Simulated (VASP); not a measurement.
# PtSe2 (P-3m1) in VASP: vibrations by perturbation theory with PBEsol

Aim: the vibrations by perturbation theory of PtSe2 with PBEsol.

Program: VASP 6.6.1. These are calculated values, not measurements. Logs are shortened: lines on timing, memory, paths and dates and some standing lists are left out, and cuts for length are marked.

## (1) The cell of the first run

The structure is trigonal, space group P-3m1 (No. 164). Conventional cell: a = 3.595 Å, b = 3.595 Å, c = 4.084 Å, α = 90.00°, β = 90.00°, γ = 120.00°. Pt (site symmetry -3m) has 6 Se at 2.40 Å within 3.2 Å. Within 3.2 Å of Se (site symmetry 3m) lie 3 Pt at 2.40 Å and 6 Se at 2.66 to 3.19 Å.

## (2) Vibrations by perturbation theory, PBEsol

Contents of INCAR:

```
PREC = Accurate
ENCUT = 520
EDIFF = 1E-8
ISMEAR = -1
SIGMA = 0.15
LREAL = F
LASPH = T
NELM = 80
ALGO = Normal
ISIF = 2
LWAVE = F
LCHARG = F
GGA = PS
NBANDS = 18
IBRION = 8
NSW = 1
```

Contents of KPOINTS:

```
Automatic mesh
0
Gamma
  12 12 8
```

Contents of POSCAR:

```
PtSe2
1.0
    3.5946472167      0.0000000000      0.0000000000
   -1.7973236084      3.1130558073      0.0000000000
    0.0000000000      0.0000000000      4.0840597629
Pt Se
1 2
Direct
    0.0000000000      0.0000000000      0.0000000000
    0.3333333333      0.6666666667      0.2968589830
    0.6666666667      0.3333333333      0.7031410170
```

Potentials or basis: VASP PAW PBE potentials, release 64 (Pt, Se).

On the command line:

```bash
$ cat potpaw_PBE.64/Pt/POTCAR potpaw_PBE.64/Se/POTCAR > POTCAR
$ mpirun -np 1 vasp_std > vasp.out
```

OUTCAR:

```text
PREC = Accurate
   ENCUT = 520
   EDIFF = 1E-8
   ISMEAR = -1
   LREAL = F
   LASPH = T
   NELM = 80
   ISIF = 2
   GGA = PS
   IBRION = 8
   NSW = 1

 ion  position               nearest neighbor table
   1  0.000  0.000  0.000-   2 2.40   3 2.40   3 2.40   2 2.40   3 2.40   2 2.40
   2  0.333  0.667  0.297-   1 2.40   1 2.40   1 2.40   3 2.66   3 2.66   3 2.66
   3  0.667  0.333  0.703-   1 2.40   1 2.40   1 2.40   2 2.66   2 2.66   2 2.66

  LATTYP: Found a hexagonal cell.
 ALAT       =     3.5946472167
 C/A-ratio  =     1.1361503693

  Lattice vectors:

 A1 = (   3.5946472167,   0.0000000000,   0.0000000000)
 A2 = (  -1.7973236084,   3.1130558073,   0.0000000000)
 A3 = (   0.0000000000,   0.0000000000,   4.0840597629)

Analysis of symmetry for initial positions (statically):
=====================================================================
 Subroutine PRICEL returns:
 Original cell was already a primitive cell.

 Routine SETGRP: Setting up the symmetry group for a
 hexagonal supercell.

 Subroutine GETGRP returns: Found 12 space group operations
 (whereof 12 operations were pure point group operations)
 out of a pool of 24 trial point group operations.

The static configuration has the point symmetry D_3d.

Analysis of symmetry for dynamics (positions and initial velocities):
=====================================================================
 Subroutine PRICEL returns:
 Original cell was already a primitive cell.

 Routine SETGRP: Setting up the symmetry group for a
 hexagonal supercell.

 Subroutine GETGRP returns: Found 12 space group operations
 (whereof 12 operations were pure point group operations)
 out of a pool of 24 trial point group operations.

The dynamic configuration has the point symmetry D_3d.

 Subroutine INISYM returns: Found 12 space group operations
 (whereof 12 operations are pure point group operations),
 and found     1 'primitive' translations

----------------------------------------------------------------------------------------

                                     Primitive cell

  volume of cell :      45.7020

  direct lattice vectors                    reciprocal lattice vectors
     3.594647217  0.000000000  0.000000000     0.278191416  0.160613889  0.000000000
    -1.797323608  3.113055807  0.000000000     0.000000000  0.321227778  0.000000000
     0.000000000  0.000000000  4.084059763     0.000000000  0.000000000  0.244854399

  length of vectors
     3.594647217  3.594647217  4.084059763     0.321227778  0.321227778  0.244854399

  position of ions in fractional coordinates (direct lattice)
     0.000000000  0.000000000  0.000000000
     0.333333333  0.666666667  0.296858983
     0.666666667  0.333333333  0.703141017

  ion indices of the primitive-cell ions
   primitive index   ion index
                 1           1
                 2           2
                 3           3

----------------------------------------------------------------------------------------

 KPOINTS: Automatic mesh

Automatic generation of k-mesh.
 Grid dimensions read from file:
 generate k-points for:   12   12    8

 Generating k-lattice:

  Cartesian coordinates                     Fractional coordinates (reciprocal lattice)
     0.023182618  0.013384491  0.000000000     0.083333333  0.000000000  0.000000000
     0.000000000  0.026768982  0.000000000     0.000000000  0.083333333  0.000000000
     0.000000000  0.000000000  0.030606800     0.000000000  0.000000000  0.125000000

  Length of vectors
     0.026768982  0.026768982  0.030606800

  Shift w.r.t. Gamma in fractional coordinates (k-lattice)
     0.000000000  0.000000000  0.000000000

 Subroutine IBZKPT returns following result:
 ===========================================

 Found    131 irreducible k-points:

 Following reciprocal coordinates:
            Coordinates               Weight
  0.000000  0.000000  0.000000      1.000000
  0.083333  0.000000  0.000000      6.000000
  0.166667  0.000000  0.000000      6.000000
  0.250000  0.000000  0.000000      6.000000
  0.333333  0.000000  0.000000      6.000000
[... 38 lines left out ...]
   EDIFF  = 0.1E-07   stopping-criterion for ELM
   LREAL  =      F    real-space projection
   EDIFFG = 0.1E-06   stopping-criterion for IOM
   NSW    =      1    number of steps for IOM
   IBRION =      8    ionic relax: 0-MD 1-quasi-New 2-CG
   NFREE  =      0    steps in history (QN), initial steepest desc. (CG)
   ISIF   =      2    stress and relaxation
   ISYM   =      2    0-nonsym 1-usesym 2-fastsym
   POTIM  = 0.5000    time-step for ionic-motion
   TEBEG  =    0.0;   TEEND  =   0.0 temperature during run
   PSTRESS=    0.0 pullay stress
   NELECT =      22.0000    total number of electrons
   NUPDOWN=      -1.0000    fix difference up-down
   EMIN   =  10.00;   EMAX   =-10.00  energy-range for DOS
   EFERMI =   0.00;   METHOD = LEGACY
   ISMEAR =    -1;   SIGMA  =   0.15  broadening in eV -4-tet -1-fermi 0-gaus
   EFERMI_NEDOS =   21; number of points for ismear=-14 and -15
   IALGO  =     38    algorithm
   IMIX   =      4    mixing-type and parameters
     AMIX     =   0.40;   BMIX     =  1.00
     AMIX_MAG =   1.60;   BMIX_MAG =  1.00
  volume/ion in A,a.u.               =      15.23       102.80
  Fermi-wavevector in a.u.,A,eV,Ry     =   1.283031  2.424578 22.397498  1.646170
  Thomas-Fermi vector in A             =   2.415308
   LORBIT       =      0    0 simple, 1 ext, 2 COOP (PROOUT), +10 PAW based schemes
   GGA     = PS    functional components
   LHFCALC =     F    Hartree Fock is set to
   AEXX    =    0.0000 exact exchange contribution
   IVDW    =     0    specifies the selected vdW correction
   LEPSILON=     F    determine dielectric tensor
   LRPA    =     F    only Hartree local field effects (RPA)
 non-spin polarized calculation
  energy-cutoff  :      520.00
  volume of cell :       45.70
 maximum number of plane-waves:      1245
 NGX is ok and might be reduce to    28
   NGX = 13   NGY = 13   NGZ = 15

--------------------------------------- Ionic step        1  -------------------------------------------

 number of electron      21.9999998 magnetization

 Free energy of the ion-electron system (eV)
  ---------------------------------------------------
  ext. energy  EPLUGINS =         0.00000000
  ---------------------------------------------------
  free energy    TOTEN  =       -14.68653375 eV

  energy without entropy =      -14.64822969  energy(sigma->0) =      -14.66738172

 E-fermi :  10.3034     XC(G=0): -12.3949

 val. band max:       10.2996984615   @ k =   0.0833   0.0833   0.3750
 cond. band min:      10.3585270042   @ k =   0.0000   0.2500   0.2500
 fundamental gap:      0.0588285428
 Fermi energy:        10.3034305349

 k-point     1 :       0.0000    0.0000    0.0000
  band No.  band energies     occupation
      1      -7.7850      2.00000
      2      -1.7885      2.00000
      3       1.5824      2.00000
      4       2.6268      2.00000
      5       2.6268      2.00000
      6       5.7964      2.00000
[... 481 lines left out ...]
      5       3.8079      2.00000
      6       4.6579      2.00000
[... 10 lines left out ...]
     17      18.9920      0.00000
     18      20.0480      0.00000

 [... further k-points ...]

------------------------ aborting loop because EDIFF is reached ----------------------------------------

  FORCE on cell =-STRESS in cart. coord.  units (eV):
  Direction    XX          YY          ZZ          XY          YZ          ZX
  --------------------------------------------------------------------------------------
  -------------------------------------------------------------------------------------
  Total       11.5665985     11.5665985     11.5338391     -0.0000000      0.0000000      0.0000000
  in kB      405.4907712    405.4907712    404.3423232     -0.0000000      0.0000000      0.0000000
  external PRESSURE =     405.1079552 kB  Pullay stress =       0.0000000 kB

 VOLUME and BASIS-vectors are now :
 -----------------------------------------------------------------------------
  energy-cutoff  :      520.00
  volume of cell :       45.70
      direct lattice vectors                 reciprocal lattice vectors
     3.594647217  0.000000000  0.000000000     0.278191416  0.160613889  0.000000000
    -1.797323608  3.113055807  0.000000000     0.000000000  0.321227778  0.000000000
     0.000000000  0.000000000  4.084059763     0.000000000  0.000000000  0.244854399

 POSITION                                       TOTAL-FORCE (eV/Angst)
 -----------------------------------------------------------------------------------
      0.00000      0.00000      0.00000        -0.000000      0.000000      0.000000
     -0.00000      2.07537      1.21239         0.000000      0.000000      0.024522
      1.79732      1.03769      2.87167        -0.000000      0.000000     -0.024522
 -----------------------------------------------------------------------------------
    total drift:                                0.000000     -0.000000     -0.000000

  FREE ENERGIE OF THE ION-ELECTRON SYSTEM (eV)
  ---------------------------------------------------
  free  energy   TOTEN  =       -14.6865337526 eV

  energy  without entropy=      -14.6482296897  energy(sigma->0) =      -14.66738172

[... ionic steps 2 to 3 ...]

--------------------------------------- Ionic step        4  -------------------------------------------

------------------------ aborting loop because EDIFF is reached ----------------------------------------
[... 11 lines left out ...]
[... ionic steps 8 to 8 ...]

--------------------------------------- Ionic step        9  -------------------------------------------

 Free energy of the ion-electron system (eV)
  ---------------------------------------------------
  ---------------------------------------------------
  free energy    TOTEN  =        -0.08470698 eV

  energy without entropy =       -0.08471398

------------------------ aborting loop because EDIFF is reached ----------------------------------------

 INTERNAL STRAIN TENSOR  FOR ION    2  DIRECTION 3   (eV/Angst):
 -----------------------------------------------------------------------------
   -12.58725  0.00000  0.00000
     0.00000-12.58725  0.00000
     0.00000  0.00000 -5.57086

 INTERNAL STRAIN TENSOR FOR ION    3 for displacements in x,y,z  (eV/Angst):
          X           Y           Z          XY          YZ          ZX
  --------------------------------------------------------------------------------
  x     0.00000    -0.00000     0.00000    -6.99009    -0.00000     7.12347
  y    -6.99009     6.99009     0.00000    -0.00000     7.86428    -0.00000
  z    12.58725    12.58725     5.57086    -0.00000     0.00000    -0.00000

 SECOND DERIVATIVES (NOT SYMMETRIZED)
 ------------------------------------
               1X          1Y          1Z          2X          2Y          2Z          3X          3Y          3Z
  1X   -25.222810    0.000000    0.000000   12.611405   -0.000000    0.000000   12.611405   -0.000000    0.000000
  1Y     0.000000  -25.222810    0.000000   -0.000000   12.611405    0.000000   -0.000000   12.611405    0.000000
  1Z    -0.000000    0.000000  -21.525023   -0.000000    0.000000   10.762511    0.000000   -0.000000   10.762511
  2X    12.616655   -0.000000    0.000000  -12.922881    0.000000   -0.000000    0.306225   -0.000000    0.000000
  2Y    -0.000000   12.616655    0.000000    0.000000  -12.922881    0.000000   -0.000000    0.306225    0.000000
  2Z    -0.000000    0.000000   10.761664    0.000000    0.000000  -17.962723   -0.000000   -0.000000    7.201059
  3X    12.616655   -0.000000    0.000000    0.306225   -0.000000    0.000000  -12.922881    0.000000   -0.000000
  3Y    -0.000000   12.616655    0.000000   -0.000000    0.306225    0.000000    0.000000  -12.922881    0.000000
  3Z    -0.000000    0.000000   10.761664   -0.000000   -0.000000    7.201059    0.000000    0.000000  -17.962723

 Eigenvectors and eigenvalues of the dynamical matrix
 ----------------------------------------------------

   1 f  =    8.825414 THz    55.451714 2PiTHz  294.384136 cm-1    36.498965 meV
             X         Y         Z           dx          dy          dz
      0.000000  0.000000  0.000000    -0.000000    0.000000   -0.000000
     -0.000000  2.075371  1.212390    -0.000000    0.000000   -0.707107
      1.797324  1.037685  2.871670     0.000000    0.000000    0.707107
[... 43 lines left out ...]
   9 f/i=    0.000870 THz     0.005465 2PiTHz    0.029014 cm-1     0.003597 meV
             X         Y         Z           dx          dy          dz
      0.000000  0.000000  0.000000    -0.628537    0.397087   -0.000000
     -0.000000  2.075371  1.212390    -0.399795    0.252576    0.000000
      1.797324  1.037685  2.871670    -0.399795    0.252576    0.000000

--------------------------------------------------------------------------------------------------------

 ELASTIC MODULI CONTR FROM IONIC RELAXATION (kBar)
 Direction    XX          YY          ZZ          XY          YZ          ZX
 --------------------------------------------------------------------------------
 XX        -700.4240   -182.4955   -195.3812      0.0000    291.3508     -0.0000
 YY        -182.4955   -700.4240   -195.3812      0.0000   -291.3508      0.0000
 ZZ        -195.3812   -195.3812    -86.4718      0.0000      0.0000      0.0000
 XY           0.0000      0.0000      0.0000   -258.9643      0.0000    263.9057
 YZ         291.3508   -291.3508      0.0000      0.0000   -327.7877      0.0000
 ZX          -0.0000      0.0000      0.0000    263.9057      0.0000   -268.9414
 --------------------------------------------------------------------------------
```

It took 9.3 min on 1 thread of Intel Xeon 6975P-C (Granite Rapids), shared host; peak memory 1.2 GiB.

Results:

```yaml
Highest_phonon_frequency_at_Γ_LO-TO_splitting_left_out: 294 cm⁻¹
```

Phonon frequencies in cm⁻¹ (negative: imaginary):
```tsv
q point	frequencies
(0.000, 0.000, 0.000)	0 0 0 213 213 259 280 280 294
```

Caveat: the cell stands under pressure or tension, which shifts response properties; the PAW data sets were made with another functional, which shifts forces and pressure a little; spin-orbit coupling is left out, which moves the levels of the heavy elements.
